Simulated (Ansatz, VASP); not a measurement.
# Two plane-wave programs on WS2

```
W S
1.0
     3.18141    0.00000    0.00000
    -1.59071    2.75518    0.00000
     0.00000    0.00000   23.68814
W S
2 4
Direct
  0.33333 0.66667 0.63794
  0.66667 0.33333 0.36206
  0.33333 0.66667 0.29624
  0.66667 0.33333 0.57210
  0.33333 0.66667 0.42790
  0.66667 0.33333 0.70376
```

Alike in both runs: functional r2SCAN; k mesh 12 × 12 × 2; occupations gaussian, width 0.02 eV; no spin polarisation.

Ansatz relaxed the structure, and its values are those at the end. VASP's run is a single point on that final structure, the one shown.

```csv
,VASP,Ansatz
version,VASP 6.6.1,Ansatz 0.2.0
potentials or method,"VASP PAW PBE potentials, release 64 (W_sv, S), cutoff 520 eV","scalar-relativistic, plane waves, PAW"
valence electrons in the cell,52,52
```

Ansatz gave:

* gap on the k mesh at the Fermi level (eV): 1.58
* least direct gap on the mesh (eV): 1.90
* rms of the force components (eV/Å): 0.000

Task: Estimate VASP's values.

Result: gap on the k mesh at the Fermi level (eV): 1.60; least direct gap on the mesh (eV): 1.90; rms of the force components (eV/Å): 0.010.

VASP's potentials were made for PBE, not for r2SCAN. The functional is the same, so the differences come from potentials, cutoffs and numerics.

Spin-orbit coupling is off throughout.
